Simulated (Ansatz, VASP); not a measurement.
**Al in VASP and in Ansatz**

INCAR

```
PREC     = Accurate       # precision mode
ENCUT    = 600            # plane-wave cutoff, eV
EDIFF    = 1E-6           # SCF threshold, eV
ISMEAR   = 0              # smearing method
SIGMA    = 0.1            # smearing width, eV
LREAL    = False          # projectors in reciprocal space
LASPH    = True           # aspherical terms in the spheres
NELM     = 100            # most SCF steps
ALGO     = Fast           # electronic algorithm
ISIF     = 3              # what is computed and relaxed
LWAVE    = False          # write WAVECAR
LCHARG   = False          # write CHGCAR
GGA      = PE             # functional
IBRION   = 2              # ionic algorithm
NSW      = 100            # ionic steps
EDIFFG   = -0.01          # ionic threshold
```

The input KPOINTS:

```
regular mesh
0
Gamma
  18 18 6
```

POSCAR

```
Al
1.0
    2.8270770242      0.0000000000      0.0000000000
   -1.4135385121      2.4483205214      0.0000000000
    0.0000000000      0.0000000000      9.1859930700
Al
4
Direct
    0.0000000000      0.0000000000      0.0000000000
    0.3333333300      0.6666666700      0.2500000000
    0.0000000000      0.0000000000      0.5000000000
    0.6666666700      0.3333333300      0.7500000000
```

Input for Ansatz:

```yaml
crystal:
  lattice:
    - [2.8270770242, 0.0, 0.0]
    - [-1.4135385121, 2.4483205214, 0.0]
    - [0.0, 0.0, 9.18599307]
  atoms:
    - { symbol: Al, position: [0.0, 0.0, 0.0] }
    - { symbol: Al, position: [0.33333333, 0.66666667, 0.25] }
    - { symbol: Al, position: [0.0, 0.0, 0.5] }
    - { symbol: Al, position: [0.66666667, 0.33333333, 0.75] }
basis:
  ecutwfc: 420
kpoints:
  mp_grid: { grid: [18, 18, 6] }
hamiltonian:
  xc: pbe
scf:
  occupations: { method: gaussian, width: 0.1 }
output:
  forces: true
  stress: true
  eigenvalues: true
relax:
  adjacent_minimum: "off"
  f_tol: 0.01
  max_steps: 80
  cell: { stress_tol: 0.05 }
```

Alike in both runs: task relaxation of cell and atoms; functional PBE; k mesh 18 × 18 × 6; occupations gaussian, width 0.1 eV; no spin polarisation.

|  | VASP | Ansatz |
| --- | --- | --- |
| version | VASP 6.6.1 | Ansatz 0.2.0 |
| potentials or method | VASP PAW PBE potentials, release 64 (Al), cutoff 600 eV | scalar-relativistic, plane waves, PAW |
| valence electrons in the cell | 12 | 12 |

Ansatz gave:

```
gap on the k mesh at the Fermi level, each at its own relaxed structure (eV) : none
relaxed volume (Å³/atom)                                                     : 16.55
relaxed cell length with the largest relative difference (Å)                 : 9.383
```

Problem. Which values does VASP return?

Solution. gap on the k mesh at the Fermi level, each at its own relaxed structure (eV): none; relaxed volume (Å³/atom): 16.56; relaxed cell length with the largest relative difference (Å): 9.385.

A gap of «none» marks a metal or a gap that the smearing closes.
